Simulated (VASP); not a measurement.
Wanted: the native input for a VASP 6.6.1 run.

- Task: electric field gradients
- Functional: LDA
- Potentials or basis: VASP PAW LDA potentials, release 64 (In_d, P)
- Cutoff: 520 eV
- k mesh: 11 × 11 × 11
- Occupations: fermi-dirac, width 0.05 eV
- Spin: no spin polarisation
- Dipole correction: no
- Further INCAR settings: ALGO = Normal; EDIFF = 1e-08; NBANDS = 16

The structure of InP lies in POSCAR:

```
InP
1.0
    0.0000000000      2.8835500000      2.8550000000
    2.8835500000      0.0000000000      2.8550000000
    2.8835500000      2.8835500000      0.0000000000
In P
1 1
Direct
    0.0000000000      0.0000000000      0.0000000000
    0.5000000000      0.5000000000      0.5000000000
```

This cell differs from its parent crystal: equal xx and yy strain of +1 %.

The input as run:

INCAR

```
SYSTEM = InP
PREC = Accurate ; ENCUT = 520
EDIFF = 1E-8 ; ISMEAR = -1
SIGMA = 0.05 ; LREAL = .False.
LASPH = .True. ; NELM = 80
ALGO = Normal ; ISIF = 2
LWAVE = .False. ; LCHARG = .False.
LEFG = .True. ; NBANDS = 16
```

KPOINTS

```
Automatic mesh
0
Gamma
  11 11 11
  0 0 0
```

Potentials or basis: VASP PAW LDA potentials, release 64 (In_d, P).

Launch:

```bash
$ cat potpaw_LDA.64/In_d/POTCAR potpaw_LDA.64/P/POTCAR > POTCAR
$ mpirun -np 1 vasp_std > vasp.out
```

Results of the run:

| Quantity | Value |
| --- | --- |
| Pressure | -10.3 GPa |
| Band gap on the k mesh | zero (band 9 reaches 5.85 eV, above the bottom of band 10 at 3.56 eV) |

Caveat: the cell differs from its parent crystal (equal xx and yy strain of +1 %); without QUAD_EFG the Cq values of the log hold for a quadrupole moment of 1 mb, not for the nuclei; spin-orbit coupling is left out, which moves the levels of the heavy elements.

Run time: 35 s on 1 thread of Intel(R) Xeon(R) 6975P-C (Granite Rapids), on a shared host, peak memory 0.21 GiB.
